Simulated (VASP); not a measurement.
Wanted: the native input for a VASP 6.6.1 run.

| Property | Result |
| --- | --- |
| Task | single point |
| Functional | PBE |
| Potentials or basis | VASP PAW PBE potentials, release 64 (Ru_pv, Ag) |
| Cutoff | 520 eV |
| k mesh | 2 × 2 × 2, shifted |
| Occupations | gaussian, width 0.1 eV |
| Spin | no spin polarisation |
| Dipole correction | no |
| Further INCAR settings | LREAL = Auto; ALGO = Fast; EDIFF = 1e-06; NBANDS = 152; ISYM = 0 |

The structure of Ag3Ru17 lies in POSCAR:

```
Ag3Ru17
1.0
    4.1007570024     -2.3750240442     -4.3831750860
    4.1006073886     -2.3751853937      4.3831221560
   -1.3808176534     -7.1494305192      0.0001543766
Ru Ag
17 3
Direct
    0.1399105069      0.3907398139      0.6032907368
    0.9380874546      0.1889487942      0.4119850817
    0.6396868927      0.8905381279      0.5961675157
    0.4429600050      0.6938041226      0.4061338865
    0.0402170745      0.2909684734     -0.0060292830
    0.8354697104      0.0863869192      0.8022681025
    0.7436015486      0.9944881519      0.1991354194
    0.5462152560      0.7970377781      0.9979914007
    0.3388225864      0.5896575075      0.7893757399
    0.0612435477      0.8083028794      0.5905700717
    0.8563509292      0.6170763901      0.3943881373
    0.5574939871      0.3120235057      0.5905891443
    0.3662534545      0.1071393873      0.3943618040
    0.1490562381      0.9218114453      0.2085615714
    0.9427973687      0.7107384611      0.0122617776
    0.6710114609      0.3998829537      0.2085760823
    0.4598227233      0.1937155596      1.0122675007
    0.2454512075      0.4963245647      0.1948721965
    0.7537360514      0.5069693057      0.8013485627
    0.2560842793      0.0045170720      0.8013483879
```

One way to write it, as run:

INCAR

```
PREC     = Accurate       # precision mode
ENCUT    = 520            # plane-wave cutoff, eV
EDIFF    = 1E-6           # SCF threshold, eV
ISMEAR   = 0              # smearing method
SIGMA    = 0.1            # smearing width, eV
LREAL    = Auto         
LASPH    = T              # aspherical terms in the spheres
NELM     = 80             # most SCF steps
ALGO     = Fast           # electronic algorithm
ISIF     = 2              # what is computed and relaxed
LWAVE    = F              # write WAVECAR
LCHARG   = T              # write CHGCAR
GGA      = PE             # functional
LELF     = T              # ELF
LVHAR    = T            
NBANDS   = 152            # bands
ISYM     = 0
```

KPOINTS

```
Automatic mesh
0
Gamma
  2 2 2
  0.5 0.5 0.5
```

Potentials or basis: VASP PAW PBE potentials, release 64 (Ru_pv, Ag).

Command:

```bash
$ cat potpaw_PBE.64/Ru_pv/POTCAR potpaw_PBE.64/Ag/POTCAR > POTCAR
$ mpirun -np 1 vasp_std > vasp.out
```

Results of the run:

| Property | Result |
| --- | --- |
| Pressure | -0.2 GPa |
| Largest force | 0.018 eV/Å |
| Band gap on the k mesh | zero (an odd number of electrons rules out a gap without spin polarisation) |

Caveat: the k points lie up to 0.50 Å⁻¹ apart, too coarse for converged energies and pressures of a metal.

It took 11 min on 1 thread of Intel Xeon 8259CL, on a shared host, peak memory 0.42 GiB.
